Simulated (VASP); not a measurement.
# RbTl3 in VASP: notebook, part 2 of 2

VASP 6.6.1. Earlier steps stand in the parts before.

### Step 5. Single point, LDA

Contents of INCAR:

```
ALGO = Fast ; EDIFF = 1E-7
ENCUT = 520 ; ISIF = 2
ISMEAR = 0 ; LASPH = True
LCHARG = True ; LELF = True
LREAL = False ; LVHAR = True
LWAVE = False ; NBANDS = 32
NELM = 80 ; PREC = Accurate
SIGMA = 0.05
```

Contents of KPOINTS:

```
k-points
0
Gamma
  8 8 8
```

Contents of POSCAR:

```
RbTl3
1.0
    0.0000000000      4.1179970000      4.1179970000
    4.1179970000      0.0000000000      4.1179970000
    4.1179970000      4.1179970000      0.0000000000
Rb Tl
1 3
Direct
    0.0000000000      0.0000000000      0.0000000000
    0.2500000000      0.2500000000      0.2500000000
    0.7500000000      0.7500000000      0.7500000000
    0.5060709126      0.4939290874      0.5060709126
```

Potentials or basis: VASP PAW LDA potentials, release 64 (Rb_sv, Tl_d).

Launch:

```console
$ cat potpaw_LDA.64/Rb_sv/POTCAR potpaw_LDA.64/Tl_d/POTCAR > POTCAR
$ mpirun -np 1 vasp_std > vasp.out
```

OUTCAR:

```text
EDIFF = 1E-7
   ENCUT = 520
   ISIF = 2
   ISMEAR = 0
   LASPH = True
   LREAL = False
   NELM = 80
   PREC = Accurate

 ion  position               nearest neighbor table
   1  0.000  0.000  0.000-   2 3.57   3 3.57   3 3.57   3 3.57   3 3.57   2 3.57   2 3.57   2 3.57
                             4 4.07   4 4.12   4 4.12   4 4.12   4 4.12   4 4.17
   2  0.250  0.250  0.250-   4 3.54   4 3.54   1 3.57   1 3.57   1 3.57   1 3.57   4 3.60   4 3.60
                             3 4.12   3 4.12   3 4.12   3 4.12   3 4.12   3 4.12
   3  0.750  0.750  0.750-   4 3.54   4 3.54   1 3.57   1 3.57   1 3.57   1 3.57   4 3.60   4 3.60
                             2 4.12   2 4.12   2 4.12   2 4.12   2 4.12   2 4.12
   4  0.506  0.494  0.506-   2 3.54   2 3.54   3 3.54   3 3.54   2 3.60   3 3.60   2 3.60   3 3.60
                             1 4.07   1 4.12   1 4.12   1 4.12   1 4.12   1 4.17

  LATTYP: Found a face centered cubic cell.
 ALAT       =     8.2359940000

  Lattice vectors:

 A1 = (   0.0000000000,   4.1179970000,   4.1179970000)
 A2 = (   4.1179970000,   0.0000000000,   4.1179970000)
 A3 = (   4.1179970000,   4.1179970000,   0.0000000000)

Analysis of symmetry for initial positions (statically):
=====================================================================
 Subroutine PRICEL returns:
[... 182 lines left out ...]
 Fermi energy:         3.8135443682

 k-point     1 :       0.0000    0.0000    0.0000
  band No.  band energies     occupation
      1     -23.5326      2.00000
      2      -8.0993      2.00000
      3      -8.0989      2.00000
      4      -8.0989      2.00000
      5      -7.7696      2.00000
      6      -7.7694      2.00000
[... 829 lines left out ...]
     31       8.7992      0.00000
     32       9.7874      0.00000

 [... further k-points ...]

------------------------ aborting loop because EDIFF is reached ----------------------------------------

  FORCE on cell =-STRESS in cart. coord.  units (eV):
  Direction    XX          YY          ZZ          XY          YZ          ZX
  --------------------------------------------------------------------------------------
  -------------------------------------------------------------------------------------
  Total       -2.8267951     -2.8263784     -2.8267951      0.0000000      0.0000000     -0.0000000
  in kB      -32.4277515    -32.4229713    -32.4277515      0.0000000      0.0000000     -0.0000000
  external PRESSURE =     -32.4261581 kB  Pullay stress =       0.0000000 kB

 VOLUME and BASIS-vectors are now :
 -----------------------------------------------------------------------------
  energy-cutoff  :      520.00
  volume of cell :      139.67
      direct lattice vectors                 reciprocal lattice vectors
     0.000000000  4.117997000  4.117997000    -0.121418253  0.121418253  0.121418253
     4.117997000  0.000000000  4.117997000     0.121418253 -0.121418253  0.121418253
     4.117997000  4.117997000  0.000000000     0.121418253  0.121418253 -0.121418253

 POSITION                                       TOTAL-FORCE (eV/Angst)
 -----------------------------------------------------------------------------------
      0.00000      0.00000      0.00000         0.000000     -0.001210      0.000000
      2.05900      2.05900      2.05900         0.000000      0.009662      0.000000
      6.17700      6.17700      6.17700         0.000000      0.009662      0.000000
      4.11800      4.16800      4.11800         0.000000     -0.018115      0.000000
 -----------------------------------------------------------------------------------
    total drift:                               -0.000000      0.000121     -0.000000

  FREE ENERGIE OF THE ION-ELECTRON SYSTEM (eV)
  ---------------------------------------------------
  free  energy   TOTEN  =        -9.8167607685 eV

  energy  without entropy=       -9.8131007610  energy(sigma->0) =       -9.81493076
```

stdout:

```text
POSCAR found type information on POSCAR RbTl
 POSCAR found :  2 types and       4 ions
 scaLAPACK will be used
 LDA part: xc-table for (Slater(with rela. corr.)+CA(PZ))
 , standard interpolation
[... 25 lines left out ...]
 num prob WARNING in EDDRMM: call to ZHEGV failed, returncode =   6  3     32
 num prob  num prob  num prob  num prob WARNING in EDDRMM: call to ZHEGV failed, returncode =   6  3     30
 num prob  num prob  num prob WARNING in EDDRMM: call to ZHEGV failed, returncode =   8  4     21
 num prob  num prob  num prob  num prob  num prob  num prob WARNING in EDDRMM: call to ZHEGV failed, returncode =   8  4     21
 num prob  num prob  num prob  num prob  num prob  num prob WARNING in EDDRMM: call to ZHEGV failed, returncode =   8  4     29
 num prob RMM:  16    -0.981676077017E+01   -0.22385E-06   -0.16568E-06  4602   0.358E-03    0.195E-03
 num prob  num prob  num prob  num prob  num prob RMM:  17    -0.981676076848E+01    0.16935E-08   -0.83176E-07  4648   0.330E-03
```

It took 7 min on 1 thread of Oxide Virtual Turin-like, shared host; peak memory 0.36 GiB.

Results:

* Free energy: -9.8168 eV
* Pressure: -3.2 GPa
* Largest force: 0.018 eV/Å
* Band gap on the k mesh: zero (bands 24 and 25 overlap by 0.46 eV)

Forces in eV/Å, atoms in the order of the input:
```
Rb   0.000 -0.001  0.000
Tl   0.000  0.010  0.000
Tl   0.000  0.010  0.000
Tl   0.000 -0.018  0.000
```

Levels at points of the mesh, in eV from the Fermi level:
```
           k point  band 21  band 22  band 23  band 24  band 25  band 26  band 27  band 28
(0.00, 0.00, 0.00)    -4.77    -3.43    -0.04    -0.04    -0.04     1.00     1.00     1.00
(0.50, 0.00, 0.00)    -6.42    -4.40    -0.57    -0.57     0.19     1.50     1.50     3.22
(0.50, 0.50, 0.00)    -6.08    -5.57    -1.19    -1.19     0.16     3.11     3.12     3.41
(0.50, 0.00, 0.50)    -6.05    -5.57    -1.19    -1.19     0.15     3.12     3.12     3.40
```

Caveat: the cell stands under tension; spin-orbit coupling is left out, which moves the levels of the heavy elements.

### Step 6. Overview

| cell | further INCAR settings | gap on the mesh (eV) | pressure (GPa) |
| --- | --- | --- | --- |
| a = 5.824 Å, angles 60.0°, 4 atoms, atomic positions A | ALGO = Fast; EDIFF = 1e-06; NBANDS = 32 | none | -3.2 |
| a = 6.048 Å, angles 60.0°, 4 atoms, atomic positions A | ALGO = Fast; EDIFF = 1e-07; NBANDS = 32 | none | -4.0 |
| a = 5.824 Å, angles 60.0°, 4 atoms, atomic positions B | ALGO = Fast; EDIFF = 1e-07; NBANDS = 32 | none | -3.2 |

Alike in all rows: task single point; level LDA; potentials or basis VASP PAW LDA potentials, release 64 (Rb_sv, Tl_d); no spin polarisation; k mesh 8 × 8 × 8; cutoff (eV) 520; smearing gaussian 0.05 eV.

Caveats: the cell stands under tension; spin-orbit coupling is left out, which moves the levels of the heavy elements.

Total energies depend on the potentials used, so only differences within one code and one set of settings carry meaning.
